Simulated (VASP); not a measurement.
# Sc3W (P-6m2) in VASP: notebook

The runs below take Sc3W through single point, with PBE.

Program: VASP 6.6.1. These are calculated values, not measurements. Logs are shortened: lines on timing, memory, paths and dates and some standing lists are left out, and cuts for length are marked.

## (1) The cell of the first run

Symmetry: P-6m2, No. 187, hexagonal system. Conventional cell: a = 3.095 Å, b = 3.095 Å, c = 10.221 Å, α = 90.00°, β = 90.00°, γ = 120.00°. Within 4.1 Å of Sc (site symmetry -6m2) lie 12 Sc at 3.10 to 3.29 Å. Sc (site symmetry 3m) has 3 W at 2.95 Å and 9 Sc at 3.10 to 3.29 Å within 3.9 Å. Within 3.9 Å of W (site symmetry -6m2) lie 6 Sc at 2.95 Å and 6 W at 3.10 Å.

The cell was generated, and may not be a known phase.

## (2) Single point, PBE, collinear spin

File INCAR:

```
  PREC = Accurate
  ENCUT = 520
  EDIFF = 1E-6
  ISMEAR = 0
  SIGMA = 0.1
  LREAL = False
  LASPH = True
  NELM = 150
  ALGO = Fast
  ISIF = 2
  LWAVE = False
  LCHARG = False
  ISPIN = 2
  MAGMOM = 0.43 0 0 0
  LORBIT = 11
  LMAXMIX = 4
  GGA = PE
  NBANDS = 36
  KPAR = 4
```

File KPOINTS:

```
regular mesh
0
Gamma
  18 18 6
```

File POSCAR:

```
Sc3W
1.0
    3.0954841827      0.0000000000      0.0000000000
   -1.5477420914      2.6807679392      0.0000000000
    0.0000000000      0.0000000000     10.2207724476
Sc W
3 1
Direct
    0.6666666667      0.3333333333      0.5000000000
    0.3333333333      0.6666666667      0.2301807657
    0.3333333333      0.6666666667      0.7698192343
    0.6666666667      0.3333333333      0.0000000000
```

Potentials or basis: VASP PAW PBE potentials, release 64 (Sc_sv, W_sv).

Launch:

```console
$ cat potpaw_PBE.64/Sc_sv/POTCAR potpaw_PBE.64/W_sv/POTCAR > POTCAR
$ mpirun -np 4 vasp_std > vasp.out
```

OUTCAR:

```text
PREC = Accurate
   ENCUT = 520
   EDIFF = 1E-6
   ISMEAR = 0
   LREAL = False
   LASPH = True
   NELM = 150
   ISIF = 2
   ISPIN = 2
   LORBIT = 11
   GGA = PE

 ion  position               nearest neighbor table
   1  0.667  0.333  0.500-   2 3.29   3 3.29   2 3.29   3 3.29   2 3.29   3 3.29
   2  0.333  0.667  0.230-   4 2.95   4 2.95   4 2.95   1 3.29   1 3.29   1 3.29
   3  0.333  0.667  0.770-   4 2.95   4 2.95   4 2.95   1 3.29   1 3.29   1 3.29
   4  0.667  0.333  0.000-   2 2.95   3 2.95   2 2.95   3 2.95   2 2.95   3 2.95

  LATTYP: Found a hexagonal cell.
 ALAT       =     3.0954841827
 C/A-ratio  =     3.3018332010

  Lattice vectors:

 A1 = (   3.0954841827,   0.0000000000,   0.0000000000)
 A2 = (  -1.5477420914,   2.6807679392,   0.0000000000)
 A3 = (   0.0000000000,   0.0000000000,  10.2207724476)

Analysis of symmetry for initial positions (statically):
=====================================================================
 Subroutine PRICEL returns:
 Original cell was already a primitive cell.

 Routine SETGRP: Setting up the symmetry group for a
 hexagonal supercell.

 Subroutine GETGRP returns: Found 12 space group operations
 (whereof 12 operations were pure point group operations)
 out of a pool of 24 trial point group operations.

The static configuration has the point symmetry D_3h.

Analysis of symmetry for dynamics (positions and initial velocities):
=====================================================================
 Subroutine PRICEL returns:
 Original cell was already a primitive cell.

 Routine SETGRP: Setting up the symmetry group for a
 hexagonal supercell.

 Subroutine GETGRP returns: Found 12 space group operations
 (whereof 12 operations were pure point group operations)
 out of a pool of 24 trial point group operations.

The dynamic configuration has the point symmetry D_3h.

Analysis of structural, dynamic, and magnetic symmetry:
=====================================================================
 Subroutine PRICEL returns:
 Original cell was already a primitive cell.

 Routine SETGRP: Setting up the symmetry group for a
 hexagonal supercell.

 Subroutine GETGRP returns: Found 12 space group operations
 (whereof 12 operations were pure point group operations)
 out of a pool of 24 trial point group operations.

The overall configuration has the point symmetry D_3h.

 Subroutine INISYM returns: Found 12 space group operations
 (whereof 12 operations are pure point group operations),
 and found     1 'primitive' translations
[... 127 lines left out ...]
   IVDW    =     0    specifies the selected vdW correction
   LEPSILON=     F    determine dielectric tensor
   LRPA    =     F    only Hartree local field effects (RPA)
 spin polarized calculation
 RMM-DIIS sequential band-by-band and
 Gauss-broadening in eV      SIGMA  =   0.10
  energy-cutoff  :      520.00
  volume of cell :       84.81
 maximum number of plane-waves:      2308
 NGX is ok and might be reduce to    24
   NGX = 11   NGY = 11   NGZ = 39

 number of electron      47.0000004 magnetization       0.6405658

 Free energy of the ion-electron system (eV)
  ---------------------------------------------------
  ext. energy  EPLUGINS =         0.00000000
  ---------------------------------------------------
  free energy    TOTEN  =       -30.57645036 eV

  energy without entropy =      -30.55295864  energy(sigma->0) =      -30.56470450

 E-fermi :   5.3681     XC(G=0): -10.8557

 val. band max:        5.3678921372   @ k =   0.0556   0.0556   0.0000
 cond. band min:       5.3690301309   @ k =   0.2778   0.0000   0.0000
 fundamental gap:      0.0011379937
 Fermi energy:         5.3680964202

 spin component 1

 k-point     1 :       0.0000    0.0000    0.0000
  band No.  band energies     occupation
      1     -68.5378      1.00000
      2     -43.9894      1.00000
      3     -43.7447      1.00000
      4     -43.7421      1.00000
      5     -32.7207      1.00000
      6     -32.4825      1.00000
[... 901 lines left out ...]
     34       9.5406      0.00000
     35       9.5765      0.00000

 [... further k-points ...]

 spin component 2

 k-point     1 :       0.0000    0.0000    0.0000
  band No.  band energies     occupation
      1     -68.5335      1.00000
      2     -43.7562      1.00000
      3     -43.7246      1.00000
      4     -43.7115      1.00000
      5     -32.7148      1.00000
      6     -32.4767      1.00000
[... 901 lines left out ...]
     34       9.5739      0.00000
     35       9.6939      0.00000

 [... further k-points ...]

 [bands above 35 left out]

------------------------ aborting loop because EDIFF is reached ----------------------------------------

  FORCE on cell =-STRESS in cart. coord.  units (eV):
  Direction    XX          YY          ZZ          XY          YZ          ZX
  --------------------------------------------------------------------------------------
  -------------------------------------------------------------------------------------
  Total        0.0424358      0.0424358      0.0613680     -0.0000000     -0.0000000      0.0000000
  in kB        0.8016262      0.8016262      1.1592601     -0.0000000     -0.0000000      0.0000000
  external PRESSURE =       0.9208375 kB  Pullay stress =       0.0000000 kB

 VOLUME and BASIS-vectors are now :
 -----------------------------------------------------------------------------
  energy-cutoff  :      520.00
  volume of cell :       84.81
      direct lattice vectors                 reciprocal lattice vectors
     3.095484183  0.000000000  0.000000000     0.323051239  0.186513720  0.000000000
    -1.547742091  2.680767939  0.000000000     0.000000000  0.373027439  0.000000000
     0.000000000  0.000000000 10.220772448     0.000000000  0.000000000  0.097839963

 POSITION                                       TOTAL-FORCE (eV/Angst)
 -----------------------------------------------------------------------------------
      1.54774      0.89359      5.11039         0.000000     -0.000000      0.000000
     -0.00000      1.78718      2.35263         0.000000     -0.000000      0.007383
     -0.00000      1.78718      7.86815         0.000000      0.000000     -0.007383
      1.54774      0.89359      0.00000        -0.000000     -0.000000      0.000000
 -----------------------------------------------------------------------------------
    total drift:                                0.000000     -0.000000      0.000000

  FREE ENERGIE OF THE ION-ELECTRON SYSTEM (eV)
  ---------------------------------------------------
  free  energy   TOTEN  =       -30.5764503641 eV

  energy  without entropy=      -30.5529586447  energy(sigma->0) =      -30.56470450

 total charge

# of ion       s       p       d       tot
------------------------------------------
    1        2.292   6.112   1.068   9.472
    2        2.289   6.150   1.083   9.522
    3        2.289   6.150   1.083   9.522
    4        2.395   6.184   3.208  11.788
--------------------------------------------------
tot          9.264  24.597   6.442  40.303

 magnetization (x)

# of ion       s       p       d       tot
------------------------------------------
    1        0.007   0.042   0.279   0.328
    2        0.000   0.006   0.022   0.028
    3        0.000   0.006   0.022   0.028
    4        0.001  -0.001   0.009   0.009
--------------------------------------------------
tot          0.008   0.052   0.332   0.393
```

OSZICAR:

```text
N       E                     dE             d eps       ncg     rms          rms(c)
DAV:   1     0.801905969745E+03    0.80191E+03   -0.22228E+04 21608   0.143E+03
DAV:   2     0.268292848973E+02   -0.77508E+03   -0.75755E+03 24768   0.608E+02
DAV:   3    -0.300934763891E+02   -0.56923E+02   -0.52140E+02 32460   0.195E+02
[... 11 lines left out ...]
RMM:  15    -0.305763035893E+02   -0.14102E-03   -0.21441E-04 32672   0.643E-02    0.404E-02
RMM:  16    -0.305764281942E+02   -0.12460E-03   -0.18342E-04 31493   0.674E-02    0.164E-02
RMM:  17    -0.305764447014E+02   -0.16507E-04   -0.50941E-05 28265   0.316E-02    0.891E-03
RMM:  18    -0.305764484358E+02   -0.37343E-05   -0.13630E-05 27203   0.246E-02    0.467E-03
RMM:  19    -0.305764498725E+02   -0.14368E-05   -0.48015E-06 24494   0.162E-02    0.192E-03
RMM:  20    -0.305764503641E+02   -0.49158E-06   -0.18060E-06 22296   0.137E-02
   1 F= -.30576450E+02 E0= -.30564705E+02  d E =-.234917E-01  mag=     0.6409
```

stdout:

```text
POSCAR found type information on POSCAR ScW
 POSCAR found :  2 types and       4 ions
 scaLAPACK will be used
 LDA part: xc-table for (Slater+PW92), standard interpolation
 POSCAR, INCAR and KPOINTS ok, starting setup
 FFT: planning ... GRIDC
 FFT: planning ... GRID_SOFT
 FFT: planning ... GRID
 WAVECAR not read
 entering main loop
```

Run time: 6.5 min. Hardware: 4 MPI ranks of Intel Xeon Platinum 8375C at 2.90GHz (Ice Lake), shared host; peak memory 0.71 GiB.

What came out:

```yaml
Free_energy: -30.5765 eV
Pressure: 0.1 GPa
Largest_force: 0.007 eV/Å
Net_moment: 0.64 μB per cell
Site_moments: Sc +0.33, +0.03 (each value once); W +0.01 μB
Valence_electrons_inside_the_program's_atomic_spheres: Sc 9.47, 9.52 (each value once); W 11.79
```

Forces on the atoms (eV/Å):
```
Sc   0.000  0.000  0.000
Sc   0.000  0.000  0.007
Sc   0.000  0.000 -0.007
W    0.000  0.000  0.000
```

Levels at points of the mesh, in eV from the Fermi level:
Spin up:
```csv
k point,band 21,band 22,band 23,band 24,band 25,band 26,band 27,band 28
"(0.00, 0.00, 0.00)",-0.23,-0.23,-0.13,0.07,0.95,0.95,1.11,1.22
"(0.50, 0.00, 0.00)",-1.27,-0.89,-0.25,-0.22,0.33,0.89,1.13,1.52
"(0.00, 0.00, 0.50)",-0.70,-0.23,-0.23,0.52,0.93,0.93,0.98,1.17
"(0.50, 0.00, 0.50)",-1.18,-0.83,-0.63,-0.36,0.35,1.23,1.26,1.30
```
Spin down:
```tsv
k point	band 21	band 22	band 23	band 24	band 25	band 26
(0.00, 0.00, 0.00)	-0.22	-0.22	0.10	0.23	0.95	0.95
(0.50, 0.00, 0.00)	-1.17	-0.79	-0.18	0.20	0.33	1.02
(0.00, 0.00, 0.50)	-0.57	-0.22	-0.22	0.76	0.94	0.94
(0.50, 0.00, 0.50)	-1.12	-0.73	-0.50	0.02	0.35	1.25
```

Caveat: a moment this small can come from the mesh or the smearing; spin-orbit coupling is left out, which moves the levels of the heavy elements.

## (3) Single point, PBE

This run uses another cell than the first one, of 16.96 Å³/atom.

File INCAR:

```
SYSTEM = Sc3W
PREC     = Accurate       ! precision mode
ENCUT    = 520            ! plane-wave cutoff, eV
EDIFF    = 1E-6           ! SCF threshold, eV
ISMEAR   = 0              ! smearing method
SIGMA    = 0.1            ! smearing width, eV
LREAL    = .False.        ! projectors in reciprocal space
LASPH    = .True.         ! aspherical terms in the spheres
NELM     = 60             ! most SCF steps
ALGO     = Normal         ! electronic algorithm
ISIF     = 2              ! what is computed and relaxed
LWAVE    = .False.        ! write WAVECAR
LCHARG   = .True.         ! write CHGCAR
GGA      = PE             ! functional
LELF     = .True.         ! ELF
LVHAR    = .True.       
NBANDS   = 32             ! bands
```

File KPOINTS:

```
Automatic mesh
0
Gamma
  6 6 2
  0 0 0
```

File POSCAR:

```
Sc3W
1.0
    2.9645799200      0.0000000000      0.0000000000
   -1.4822899600      2.5674015200      0.0000000000
    0.0000000000      0.0000000000      8.9118428800
Sc W
3 1
Direct
    0.6666666700      0.3333333300      0.5000000000
    0.3333333300      0.6666666700      0.2567962400
    0.3333333300      0.6666666700      0.7432037600
    0.6666666700      0.3333333300      0.0000000000
```

Potentials or basis: VASP PAW PBE potentials, release 64 (Sc_sv, W_sv).

Launch:

```console
$ cat potpaw_PBE.64/Sc_sv/POTCAR potpaw_PBE.64/W_sv/POTCAR > POTCAR
$ mpirun -np 1 vasp_std > vasp.out
```

Run time: 35 s. Hardware: 1 thread of Intel Xeon Platinum 8259CL at 2.50GHz (Skylake/Cascade Lake), shared host; peak memory 0.2 GiB.

The run converged. Its results:

| Property | Result |
| --- | --- |
| Free energy | -28.9967 eV |
| Pressure | 24.4 GPa |
| Largest force | 1.288 eV/Å |
| Band gap on the k mesh | zero (an odd number of electrons rules out a gap without spin polarisation) |

Forces on the atoms (eV/Å):
```
Sc   0.000  0.000  0.000
Sc   0.000  0.000 -1.288
Sc   0.000  0.000  1.288
W    0.000  0.000  0.000
```

Stress tensor (GPa, compression positive):
```
19.82  0.00  0.00
 0.00 19.82  0.00
 0.00  0.00 33.43
```

Levels at points of the mesh, in eV from the Fermi level:
| k point | band 19 | band 20 | band 21 | band 22 | band 23 | band 24 | band 25 | band 26 | band 27 | band 28 |
| --- | --- | --- | --- | --- | --- | --- | --- | --- | --- | --- |
| (0.00, 0.00, 0.00) | -3.51 | -2.80 | -0.21 | -0.21 | 0.06 | 1.17 | 1.17 | 1.21 | 1.81 | 1.81 |
| (0.50, 0.00, 0.00) | -2.43 | -1.88 | -1.63 | -0.82 | -0.03 | 0.02 | 0.40 | 1.74 | 1.76 | 2.47 |
| (0.00, 0.00, 0.50) | -3.54 | -2.40 | -0.22 | -0.22 | 0.44 | 1.07 | 1.12 | 1.12 | 1.91 | 1.91 |
| (0.50, 0.00, 0.50) | -2.48 | -1.83 | -1.06 | -0.87 | -0.36 | -0.22 | 0.52 | 1.43 | 1.79 | 2.22 |

Caveat: the k points lie up to 0.41 Å⁻¹ apart, too coarse for converged energies and pressures of a metal; spin-orbit coupling is left out, which moves the levels of the heavy elements; forces of over 1 eV/Å act on the atoms, so gaps and moduli don't describe the material at rest.

## (4) Single point, PBE

This run uses another cell than the first one, of 21.13 Å³/atom.

File INCAR:

```
SYSTEM = Sc3W
PREC     = Accurate       ! precision mode
ENCUT    = 520            ! plane-wave cutoff, eV
EDIFF    = 1E-6           ! SCF threshold, eV
ISMEAR   = 0              ! smearing method
SIGMA    = 0.1            ! smearing width, eV
LREAL    = .FALSE.        ! projectors in reciprocal space
LASPH    = .TRUE.         ! aspherical terms in the spheres
NELM     = 80             ! most SCF steps
ALGO     = Normal         ! electronic algorithm
ISIF     = 2              ! what is computed and relaxed
LWAVE    = .FALSE.        ! write WAVECAR
LCHARG   = .FALSE.        ! write CHGCAR
GGA      = PE             ! functional
NBANDS   = 32             ! bands
```

File KPOINTS:

```
regular mesh
0
G
  6 6 2
  0 0 0
```

File POSCAR:

```
Sc3W
1.0
    3.0915319793      0.0000000000      0.0000000000
   -1.5457659897      2.6773452307      0.0000000000
    0.0000000000      0.0000000000     10.2108798906
Sc W
3 1
Direct
    0.6666666667      0.3333333333      0.5000000000
    0.3333333333      0.6666666667      0.2304243706
    0.3333333333      0.6666666667      0.7695756294
    0.6666666667      0.3333333333      0.0000000000
```

Launch:

```console
$ cat potpaw_PBE.64/Sc_sv/POTCAR potpaw_PBE.64/W_sv/POTCAR > POTCAR
$ mpirun -np 1 vasp_std > vasp.out
```

Run time: 38 s. Hardware: 1 thread of Intel Xeon Platinum 8259CL at 2.50GHz (Skylake/Cascade Lake), shared host; peak memory 0.21 GiB.

The run converged. Its results:

- Free energy: -30.5559 eV
- Pressure: 0.1 GPa
- Largest force: 0.012 eV/Å
- Band gap on the k mesh: zero (an odd number of electrons rules out a gap without spin polarisation)

Forces on the atoms (eV/Å):
```
Sc   0.000  0.000  0.000
Sc   0.000  0.000  0.012
Sc   0.000  0.000 -0.012
W    0.000  0.000  0.000
```

Stress tensor (GPa, compression positive):
```
0.05 0.00 0.00
0.00 0.05 0.00
0.00 0.00 0.17
```

Levels at points of the mesh, in eV from the Fermi level:
| k point | band 19 | band 20 | band 21 | band 22 | band 23 | band 24 | band 25 | band 26 | band 27 | band 28 |
| --- | --- | --- | --- | --- | --- | --- | --- | --- | --- | --- |
| (0.00, 0.00, 0.00) | -3.87 | -2.79 | -0.20 | -0.20 | -0.02 | 0.14 | 0.96 | 0.96 | 1.12 | 1.28 |
| (0.50, 0.00, 0.00) | -2.10 | -1.63 | -1.24 | -0.84 | -0.23 | -0.05 | 0.35 | 0.95 | 1.21 | 1.58 |
| (0.00, 0.00, 0.50) | -3.51 | -2.59 | -0.64 | -0.20 | -0.20 | 0.64 | 0.95 | 0.95 | 1.01 | 1.20 |
| (0.50, 0.00, 0.50) | -2.14 | -1.41 | -1.14 | -0.80 | -0.58 | -0.21 | 0.37 | 1.24 | 1.36 | 1.37 |

Caveat: the k points lie up to 0.39 Å⁻¹ apart, too coarse for converged energies and pressures of a metal; spin-orbit coupling is left out, which moves the levels of the heavy elements.

## (5) Summary

```csv
spin,cell,k mesh,gap on the mesh (eV),pressure (GPa),largest force (eV/Å)
collinear,"a = 3.095, b = 3.095, c = 10.221 Å, angles 90.0, 90.0, 120.0°, 4 atoms, atomic positions A",18 × 18 × 6,none,0.1,0.01
off,"a = 2.965, b = 2.965, c = 8.912 Å, angles 90.0, 90.0, 120.0°, 4 atoms, atomic positions B",6 × 6 × 2,none,24.4,1.29
off,"a = 3.092, b = 3.092, c = 10.211 Å, angles 90.0, 90.0, 120.0°, 4 atoms, atomic positions C",6 × 6 × 2,none,0.1,0.01
```

Alike in all rows: task single point; level PBE; potentials or basis VASP PAW PBE potentials, release 64 (Sc_sv, W_sv); cutoff (eV) 520; smearing gaussian 0.1 eV.

Caveats: some runs use coarse meshes; spin-orbit coupling is left out, which moves the levels of the heavy elements; a moment this small can come from the mesh or the smearing (at least some runs); forces of over 1 eV/Å act on the atoms, so gaps and moduli don't describe the material at rest (at least some runs).

Absolute energies hang on the potentials; compare differences alone.

The gap in the log of VASP goes by the Fermi energy; the results here count the filled bands.